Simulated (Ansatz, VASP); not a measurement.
# Two plane-wave programs on ScAl2N3

```
Sc Al N
1.0
     3.15654    0.00000    0.00000
    -1.57827    2.73365    0.00000
     0.00000    0.00000    7.98821
Sc Al N
1 2 3
Direct
  0.00000 0.00000 0.22482
  0.66667 0.33333 0.56966
  0.00000 0.00000 0.88614
  0.66667 0.33333 0.33709
  0.00000 0.00000 0.65058
  0.33333 0.66667 0.98171
```

Alike in both runs: functional PBE; k mesh 4 × 4 × 2; occupations gaussian, width 0.15 eV; no spin polarisation.

Ansatz relaxed the structure, and its values are those at the end. VASP's run is a single point on that final structure, the one shown.

|  | VASP | Ansatz |
| --- | --- | --- |
| version | VASP 6.6.1 | Ansatz 0.2.0 |
| potentials or method | VASP PAW PBE potentials, release 64 (Sc_sv, Al, N), cutoff 600 eV | scalar-relativistic, plane waves, PAW |
| valence electrons in the cell | 32 | 32 |

|  | VASP | Ansatz | Ansatz less VASP |
| --- | --- | --- | --- |
| gap on the k mesh at the Fermi level (eV) | 3.27 | 3.28 | +0.009 |
| least direct gap on the mesh (eV) | 3.52 | 3.53 | +0.009 |
| pressure (GPa) | 0.1 | 0.1 | -0.08 |
| rms of the force components (eV/Å) | 0.033 | 0.003 | -0.0304 |

The functional is the same, so the differences come from potentials, cutoffs and numerics.

The k mesh is coarse, so the values compare programs but aren't converged.
